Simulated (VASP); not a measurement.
Input of a VASP 6.6.1 run:

INCAR

```
PREC = Accurate
ENCUT = 520
EDIFF = 1E-6
ISMEAR = 0
SIGMA = 0.05
LREAL = F
LASPH = T
NELM = 60
ALGO = Normal
ISIF = 2
LWAVE = F
LCHARG = F
GGA = PS
NBANDS = 18
```

Contents of KPOINTS:

```
regular mesh
0
Gamma
  8 1 6
```

Contents of POSCAR:

```
P
1.0
    3.2837277200      0.0000000000      0.0000000000
    0.0000000000     34.8570309900      0.0000000000
    0.0000000000      0.0000000000      4.8173680984
P
4
Direct
    0.0000000000      0.9702614300      0.5921507200
    0.0000000000      0.0297385700      0.4078492800
    0.5000000000      0.0297385700      0.0921507200
    0.5000000000      0.9702614300      0.9078492800
```

Potentials or basis: VASP PAW PBE potentials, release 64 (P).

Run with:

```sh
$ cat potpaw_PBE.64/P/POTCAR > POTCAR
$ mpirun -np 1 vasp_std > vasp.out
```

Q: What does it give for the band gap on the k mesh?

A: 1.13 eV, direct.

Q: Predict the largest force.

A: 0.332 eV/Å.

Forces on the atoms (eV/Å):
```
P    0.000  0.062  0.326
P    0.000 -0.062 -0.326
P    0.000 -0.062  0.326
P    0.000  0.062 -0.326
```

Caveat: the cell differs from its parent crystal (strain +0.0400 x Voigt [0, 0, 1, 0, 0, 0]); the PAW data sets were made with another functional, which shifts forces and pressure a little.
